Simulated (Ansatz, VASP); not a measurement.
Cd in VASP and in Ansatz

```
Cd
1.0
     2.89689    0.00000    0.00000
    -1.44845    2.50878    0.00000
     0.00000    0.00000    5.53143
Cd
2
Direct
  0.33333 0.66667 0.25000
  0.66667 0.33333 0.75000
```

Alike in both runs: functional LDA; k mesh 18 × 18 × 8; occupations fermi-dirac, width 0.05 eV; no spin polarisation.

Ansatz relaxed the structure, and its values are those at the end. VASP's run is a single point on that final structure, the one shown.

|  | VASP | Ansatz |
| --- | --- | --- |
| version | VASP 6.6.1 | Ansatz 0.2.0 |
| potentials or method | VASP PAW LDA potentials, release 64 (Cd_sv_GW) | PAW with Ansatz's default frozen-core files, scalar-relativistic |
| plane-wave cutoff (eV) | 540 | 420 |
| valence electrons in the cell | 40 | 40 |

```tsv
	VASP	Ansatz	Ansatz less VASP
pressure (GPa)	-2.2	0.0	+2.21
```

LDA's correlation is that of Perdew and Zunger in VASP and of Perdew and Wang (1992) in Ansatz.
